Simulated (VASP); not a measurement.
# TiN (Osbornite) (Fm-3m) in VASP: further runs

The runs below take TiN (Osbornite) through single point, with r2SCAN.

Everything below comes from runs of VASP 6.6.1. Logs are shortened: lines on timing, memory, paths and dates and some standing lists are left out, and cuts for length are marked.

**1. The cell of the first run**

It takes space group Fm-3m (No. 225, cubic). The conventional cell has a = 4.262 Å, b = 4.262 Å, c = 4.262 Å, α = 90.00°, β = 90.00°, γ = 90.00°. Ti (site symmetry m-3m) has 6 N at 2.13 Å within 2.8 Å. N (site symmetry m-3m) has 6 Ti at 2.13 Å within 2.8 Å.

**2. Single point, r2SCAN**

The input, POSCAR:

```
TiN
1.0
    0.0000000000      2.1309232300      2.1309232300
    2.1309232300      0.0000000000      2.1309232300
    2.1309232300      2.1309232300      0.0000000000
Ti N
1 1
Direct
    0.0000000000      0.0000000000      0.0000000000
    0.5000000000      0.5000000000      0.5000000000
```

The input, INCAR.step1:

```
SYSTEM = TiN
ALGO = Normal
EDIFF = 1E-4
ENCUT = 520
GGA = PE
ISMEAR = -1
LASPH = .True.
LCHARG = .False.
LREAL = .False.
LWAVE = .True.
NBANDS = 16
NELM = 100
PREC = Accurate
SIGMA = 0.1
```

The input, INCAR.step2:

```
SYSTEM = TiN
ALGO = Normal
EDIFF = 1E-6
ENCUT = 520
ISIF = 2
ISMEAR = -1
ISTART = 1
LASPH = .True.
LCHARG = .True.
LELF = .True.
LMIXTAU = .True.
LREAL = .False.
LVHAR = .True.
LWAVE = .False.
METAGGA = R2SCAN
NBANDS = 16
NELM = 100
PREC = Accurate
SIGMA = 0.1
```

The input, KPOINTS:

```
k-points
0
Gamma
  14 14 14
  0 0 0
```

Potentials or basis: VASP PAW PBE potentials, release 64 (Ti_sv, N).

On the command line:

```sh
$ cat potpaw_PBE.64/Ti_sv/POTCAR potpaw_PBE.64/N/POTCAR > POTCAR
$ cp INCAR.step1 INCAR
$ mpirun -np 1 vasp_std > vasp.out
$ cp INCAR.step2 INCAR
$ mpirun -np 1 vasp_std > vasp.out
```

OUTCAR:

```text
SYSTEM = TiN
   EDIFF = 1E-6
   ENCUT = 520
   ISIF = 2
   ISMEAR = -1
   ISTART = 1
   LASPH = .True.
   LREAL = .False.
   METAGGA = R2SCAN
   NELM = 100
   PREC = Accurate

 ion  position               nearest neighbor table
   1  0.000  0.000  0.000-   2 2.13   2 2.13   2 2.13   2 2.13   2 2.13   2 2.13
   2  0.500  0.500  0.500-   1 2.13   1 2.13   1 2.13   1 2.13   1 2.13   1 2.13

  LATTYP: Found a face centered cubic cell.
 ALAT       =     4.2618464600

  Lattice vectors:

 A1 = (   0.0000000000,   2.1309232300,   2.1309232300)
 A2 = (   2.1309232300,   0.0000000000,   2.1309232300)
 A3 = (   2.1309232300,   2.1309232300,   0.0000000000)

Analysis of symmetry for initial positions (statically):
=====================================================================
 Subroutine PRICEL returns:
 Original cell was already a primitive cell.

 Routine SETGRP: Setting up the symmetry group for a
 face centered cubic supercell.

 Subroutine GETGRP returns: Found 48 space group operations
 (whereof 48 operations were pure point group operations)
 out of a pool of 48 trial point group operations.

The static configuration has the point symmetry O_h .

Analysis of symmetry for dynamics (positions and initial velocities):
=====================================================================
 Subroutine PRICEL returns:
 Original cell was already a primitive cell.

 Routine SETGRP: Setting up the symmetry group for a
 face centered cubic supercell.

 Subroutine GETGRP returns: Found 48 space group operations
 (whereof 48 operations were pure point group operations)
 out of a pool of 48 trial point group operations.

The dynamic configuration has the point symmetry O_h .

 Subroutine INISYM returns: Found 48 space group operations
 (whereof 48 operations are pure point group operations),
 and found     1 'primitive' translations

----------------------------------------------------------------------------------------

                                     Primitive cell

  volume of cell :      19.3523

  direct lattice vectors                    reciprocal lattice vectors
     0.000000000  2.130923230  2.130923230    -0.234640081  0.234640081  0.234640081
     2.130923230  0.000000000  2.130923230     0.234640081 -0.234640081  0.234640081
     2.130923230  2.130923230  0.000000000     0.234640081  0.234640081 -0.234640081

  length of vectors
     3.013580532  3.013580532  3.013580532     0.406408542  0.406408542  0.406408542

  position of ions in fractional coordinates (direct lattice)
     0.000000000  0.000000000  0.000000000
     0.500000000  0.500000000  0.500000000

  ion indices of the primitive-cell ions
   primitive index   ion index
                 1           1
                 2           2

----------------------------------------------------------------------------------------

 KPOINTS: k-points

Automatic generation of k-mesh.
 Grid dimensions read from file:
 generate k-points for:   14   14   14

 Generating k-lattice:

  Cartesian coordinates                     Fractional coordinates (reciprocal lattice)
    -0.016760006  0.016760006  0.016760006     0.071428571  0.000000000  0.000000000
     0.016760006 -0.016760006  0.016760006     0.000000000  0.071428571  0.000000000
     0.016760006  0.016760006 -0.016760006     0.000000000  0.000000000  0.071428571

  Length of vectors
     0.029029182  0.029029182  0.029029182

  Shift w.r.t. Gamma in fractional coordinates (k-lattice)
     0.000000000  0.000000000  0.000000000

 Subroutine IBZKPT returns following result:
 ===========================================

 Found    104 irreducible k-points:

 Following reciprocal coordinates:
            Coordinates               Weight
  0.000000  0.000000  0.000000      1.000000
  0.071429  0.000000  0.000000      8.000000
  0.142857  0.000000  0.000000      8.000000
  0.214286  0.000000  0.000000      8.000000
  0.285714  0.000000  0.000000      8.000000
  0.357143  0.000000  0.000000      8.000000
[... 16 lines left out ...]
  0.214286  0.142857  0.000000     24.000000
  0.285714  0.142857  0.000000     24.000000
 [... further k-points ...]
   k-points           NKPTS =    104   k-points in BZ     NKDIM =    104   number of bands    NBANDS=     16
   number of dos      NEDOS =    301   number of ions     NIONS =      2
   total plane-waves  NPLWV =  13824
   dimension x,y,z NGX =    24 NGY =   24 NGZ =   24
   dimension x,y,z NGXF=    48 NGYF=   48 NGZF=   48
   ions per type =               1   1
   NGX,Y,Z   is equivalent  to a cutoff of  13.24, 13.24, 13.24 a.u.
   NGXF,Y,Z  is equivalent  to a cutoff of  26.48, 26.48, 26.48 a.u.
 SYSTEM =  TiN
   PREC   = accura    normal or accurate (medium, high low for compatibility)
   ISTART =      1    job   : 0-new  1-cont  2-samecut
   ICHARG =      0    charge: 1-file 2-atom 10-const
   ISPIN  =      1    spin polarized calculation?
   LNONCOLLINEAR =      F non collinear calculations
   LSORBIT =      F    spin-orbit coupling
   LASPH  =      T    aspherical Exc in radial PAW
   ENCUT  =  520.0 eV  38.22 Ry    6.18 a.u.   5.60  5.60  5.60*2*pi/ulx,y,z
   NELM   =    100;   NELMIN=  2; NELMDL=  0     # of ELM steps
   EDIFF  = 0.1E-05   stopping-criterion for ELM
   LREAL  =      F    real-space projection
   EDIFFG = 0.1E-04   stopping-criterion for IOM
   NSW    =      0    number of steps for IOM
   IBRION =     -1    ionic relax: 0-MD 1-quasi-New 2-CG
   NFREE  =      0    steps in history (QN), initial steepest desc. (CG)
   ISIF   =      2    stress and relaxation
   ISYM   =      2    0-nonsym 1-usesym 2-fastsym
   POTIM  = 0.5000    time-step for ionic-motion
   TEBEG  =    0.0;   TEEND  =   0.0 temperature during run
   PSTRESS=    0.0 pullay stress
   NELECT =      17.0000    total number of electrons
   NUPDOWN=      -1.0000    fix difference up-down
   EMIN   =  10.00;   EMAX   =-10.00  energy-range for DOS
   EFERMI =   0.00;   METHOD = LEGACY
   ISMEAR =    -1;   SIGMA  =   0.10  broadening in eV -4-tet -1-fermi 0-gaus
   EFERMI_NEDOS =   21; number of points for ismear=-14 and -15
   IALGO  =     38    algorithm
   IMIX   =      4    mixing-type and parameters
     AMIX     =   0.40;   BMIX     =  1.00
     AMIX_MAG =   1.60;   BMIX_MAG =  1.00
  volume/ion in A,a.u.               =       9.68        65.30
  Fermi-wavevector in a.u.,A,eV,Ry     =   1.567882  2.962867 33.446570  2.458254
  Thomas-Fermi vector in A             =   2.669996
   LORBIT       =      0    0 simple, 1 ext, 2 COOP (PROOUT), +10 PAW based schemes
   METAGGA = R2SCAN    functional components
   LHFCALC =     F    Hartree Fock is set to
   AEXX    =    0.0000 exact exchange contribution
   IVDW    =     0    specifies the selected vdW correction
   LEPSILON=     F    determine dielectric tensor
   LRPA    =     F    only Hartree local field effects (RPA)
 non-spin polarized calculation
  energy-cutoff  :      520.00
  volume of cell :       19.35
 maximum number of plane-waves:       544
   NGX = 11   NGY = 11   NGZ = 11

 number of electron      17.0000003 magnetization

 Free energy of the ion-electron system (eV)
  ---------------------------------------------------
  ext. energy  EPLUGINS =         0.00000000
  ---------------------------------------------------
  free energy    TOTEN  =       -26.02403716 eV

  energy without entropy =      -25.99484033  energy(sigma->0) =      -26.00943874

 E-fermi :  11.4591     XC(G=0): -13.7887

 val. band max:       11.4533346596   @ k =   0.3571   0.1429   0.0714
 cond. band min:      11.4636189269   @ k =  -0.0714   0.0714   0.0000
 fundamental gap:      0.0102842673
 Fermi energy:        11.4590634412

 k-point     1 :       0.0000    0.0000    0.0000
  band No.  band energies     occupation
      1     -48.9311      2.00000
      2     -23.8780      2.00000
      3     -23.8779      2.00000
      4     -23.8779      2.00000
      5      -6.7092      2.00000
      6       9.0980      2.00000
[... 8 lines left out ...]
     15      25.2860      0.00000
     16      31.5461      0.00000

 k-point     2 :       0.0714    0.0000    0.0000
  band No.  band energies     occupation
      1     -48.9266      2.00000
      2     -23.9104      2.00000
      3     -23.8805      2.00000
      4     -23.8805      2.00000
      5      -6.6119      2.00000
      6       8.5574      2.00000
[... 8 lines left out ...]
     15      25.3276      0.00000
     16      31.4172      0.00000

 k-point     3 :       0.1429    0.0000    0.0000
  band No.  band energies     occupation
      1     -48.9139      2.00000
      2     -24.0005      2.00000
      3     -23.8878      2.00000
      4     -23.8877      2.00000
      5      -6.3323      2.00000
      6       7.4473      2.00000
[... 8 lines left out ...]
     15      25.2784      0.00000
     16      30.9427      0.00000

 k-point     4 :       0.2143    0.0000    0.0000
  band No.  band energies     occupation
      1     -48.8955      2.00000
      2     -24.1285      2.00000
      3     -23.8982      2.00000
      4     -23.8981      2.00000
      5      -5.9071      2.00000
      6       6.2000      2.00000
[... 8 lines left out ...]
     15      24.9600      0.00000
     16      30.0108      0.00000

 k-point     5 :       0.2857    0.0000    0.0000
  band No.  band energies     occupation
      1     -48.8750      2.00000
      2     -24.2674      2.00000
      3     -23.9097      2.00000
      4     -23.9097      2.00000
      5      -5.3961      2.00000
      6       5.0053      2.00000
[... 8 lines left out ...]
     15      24.7392      0.00000
     16      28.7870      0.00000

 k-point     6 :       0.3571    0.0000    0.0000
  band No.  band energies     occupation
      1     -48.8565      2.00000
      2     -24.3902      2.00000
      3     -23.9200      2.00000
      4     -23.9200      2.00000
      5      -4.8847      2.00000
      6       3.9951      2.00000
[... 8 lines left out ...]
     15      25.0404      0.00000
     16      27.6027      0.00000

 k-point     7 :       0.4286    0.0000    0.0000
  band No.  band energies     occupation
      1     -48.8436      2.00000
      2     -24.4738      2.00000
      3     -23.9272      2.00000
      4     -23.9271      2.00000
      5      -4.4893      2.00000
      6       3.2993      2.00000
[... 8 lines left out ...]
     15      25.5832      0.00000
     16      26.7447      0.00000

 k-point     8 :       0.5000    0.0000    0.0000
  band No.  band energies     occupation
      1     -48.8390      2.00000
      2     -24.5034      2.00000
      3     -23.9298      2.00000
      4     -23.9297      2.00000
      5      -4.3369      2.00000
      6       3.0468      2.00000
[... 8 lines left out ...]
     15      25.8396      0.00000
     16      26.4285      0.00000

 k-point     9 :       0.0714    0.0714    0.0000
  band No.  band energies     occupation
      1     -48.9251      2.00000
      2     -23.9085      2.00000
      3     -23.8877      2.00000
      4     -23.8876      2.00000
      5      -6.5818      2.00000
      6       8.1167      2.00000
[... 8 lines left out ...]
     15      25.3603      0.00000
     16      31.1489      0.00000
[... 172 lines left out ...]
 k-point    19 :      -0.2143    0.0714    0.0000
  band No.  band energies     occupation
      1     -48.8857      2.00000
      2     -24.1775      2.00000
      3     -23.9320      2.00000
      4     -23.8929      2.00000
      5      -5.6934      2.00000
      6       5.6516      2.00000
[... 8 lines left out ...]
     15      24.8361      0.00000
     16      28.7572      0.00000

 k-point    20 :      -0.1429    0.0714    0.0000
  band No.  band energies     occupation
      1     -48.9048      2.00000
      2     -24.0505      2.00000
      3     -23.9160      2.00000
      4     -23.8834      2.00000
      5      -6.1353      2.00000
      6       6.7623      2.00000
[... 8 lines left out ...]
     15      25.2024      0.00000
     16      29.7394      0.00000

 k-point    21 :      -0.0714    0.0714    0.0000
  band No.  band energies     occupation
      1     -48.9194      2.00000
      2     -23.9545      2.00000
      3     -23.8977      2.00000
      4     -23.8790      2.00000
      5      -6.4562      2.00000
      6       7.8063      2.00000
[... 8 lines left out ...]
     15      25.3513      0.00000
     16      30.6591      0.00000

 k-point    22 :       0.1429    0.1429    0.0000
  band No.  band energies     occupation
      1     -48.9082      2.00000
      2     -23.9908      2.00000
      3     -23.9150      2.00000
      4     -23.9149      2.00000
      5      -6.2449      2.00000
      6       6.5891      2.00000
[... 8 lines left out ...]
     15      25.5355      0.00000
     16      30.3320      0.00000

 k-point    23 :       0.2143    0.1429    0.0000
  band No.  band energies     occupation
      1     -48.8945      2.00000
      2     -24.0716      2.00000
      3     -23.9324      2.00000
      4     -23.9256      2.00000
      5      -5.9757      2.00000
      6       5.8723      2.00000
[... 8 lines left out ...]
     15      25.4716      0.00000
     16      29.7671      0.00000

 k-point    24 :       0.2857    0.1429    0.0000
  band No.  band energies     occupation
      1     -48.8766      2.00000
      2     -24.1844      2.00000
      3     -23.9478      2.00000
      4     -23.9370      2.00000
      5      -5.6030      2.00000
      6       5.1860      2.00000
[... 8 lines left out ...]
     15      25.0872      0.00000
     16      28.6784      0.00000

 [... further k-points ...]

------------------------ aborting loop because EDIFF is reached ----------------------------------------

  FORCE on cell =-STRESS in cart. coord.  units (eV):
  Direction    XX          YY          ZZ          XY          YZ          ZX
  --------------------------------------------------------------------------------------
  -------------------------------------------------------------------------------------
  Total       -0.5175188     -0.5175188     -0.5175188      0.0000000      0.0000000      0.0000000
  in kB      -42.8453135    -42.8453135    -42.8453135      0.0000000      0.0000000      0.0000000
  external PRESSURE =     -42.8453135 kB  Pullay stress =       0.0000000 kB

 VOLUME and BASIS-vectors are now :
 -----------------------------------------------------------------------------
  energy-cutoff  :      520.00
  volume of cell :       19.35
      direct lattice vectors                 reciprocal lattice vectors
     0.000000000  2.130923230  2.130923230    -0.234640081  0.234640081  0.234640081
     2.130923230  0.000000000  2.130923230     0.234640081 -0.234640081  0.234640081
     2.130923230  2.130923230  0.000000000     0.234640081  0.234640081 -0.234640081

 POSITION                                       TOTAL-FORCE (eV/Angst)
 -----------------------------------------------------------------------------------
      0.00000      0.00000      0.00000        -0.000000      0.000000     -0.000000
      2.13092      2.13092      2.13092         0.000000     -0.000000      0.000000
 -----------------------------------------------------------------------------------
    total drift:                                0.000000     -0.000000     -0.000000

  FREE ENERGIE OF THE ION-ELECTRON SYSTEM (eV)
  ---------------------------------------------------
  free  energy   TOTEN  =       -26.0240371561 eV

  energy  without entropy=      -25.9948403321  energy(sigma->0) =      -26.00943874
```

It took 86 s on 1 thread of Intel Xeon 6975P-C (Granite Rapids), shared host; peak memory 0.16 GiB.

What came out:

```yaml
Free_energy: -26.0240 eV
Pressure: -4.3 GPa
```

Caveat: the PAW data sets were made with another functional, which shifts forces and pressure a little.

[end of part 1 of 2]
